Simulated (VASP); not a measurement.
Wanted: the native input for a VASP 6.6.1 run.

| Item | Value |
| --- | --- |
| Task | single point |
| Functional | PBE |
| Potentials or basis | VASP PAW PBE potentials, release 64 (Pt, Al, Se) |
| Cutoff | 520 eV |
| k mesh | 7 × 7 × 7 |
| Occupations | gaussian, width 0.0432 eV |
| Spin | no spin polarisation |
| Dipole correction | no |
| Further INCAR settings | ALGO = Normal; EDIFF = 1e-06; NBANDS = 29 |

The structure of Al2PtSe4 lies in POSCAR:

```
Al2PtSe4
1.0
    0.0000000000      5.4818710000      0.0000000000
    5.4818710000      0.0000000000      0.0000000000
    2.7409350000      2.7409350000     -5.4290740000
Pt Al Se
1 2 4
Direct
    0.0000000000      0.0000000000      0.0000000000
    0.7500000000      0.2500000000      0.5000000000
    0.5000000000      0.5000000000      0.0000000000
    0.3800000000      0.3900000000      0.7400000000
    0.6100000000      0.1200000000      0.2600000000
    0.8800000000      0.8700000000      0.7400000000
    0.1300000000      0.6200000000      0.2600000000
```

The input as run:

INCAR

```
ALGO = Normal
EDIFF = 1E-6
ENCUT = 520
GGA = PE
ISIF = 2
ISMEAR = 0
LASPH = True
LCHARG = True
LELF = True
LREAL = False
LVHAR = True
LWAVE = False
NBANDS = 29
NELM = 60
PREC = Accurate
SIGMA = 0.0432
```

KPOINTS

```
k-points
0
Gamma
  7 7 7
```

Potentials or basis: VASP PAW PBE potentials, release 64 (Pt, Al, Se).

Command:

```bash
$ cat potpaw_PBE.64/Pt/POTCAR potpaw_PBE.64/Al/POTCAR potpaw_PBE.64/Se/POTCAR > POTCAR
$ mpirun -np 1 vasp_std > vasp.out
```

Results of the run:

```
Pressure               : 6.0 GPa
Largest force          : 0.762 eV/Å
Band gap on the k mesh : zero (bands 20 and 21 overlap by 0.50 eV)
```

Caveat: the cell stands under pressure; spin-orbit coupling is left out, which moves the levels of the heavy elements.

It took 5 min on 1 thread of Intel(R) Xeon(R) Platinum 8259CL CPU @ 2.50GHz (Skylake/Cascade Lake), on a shared host, peak memory 0.43 GiB.
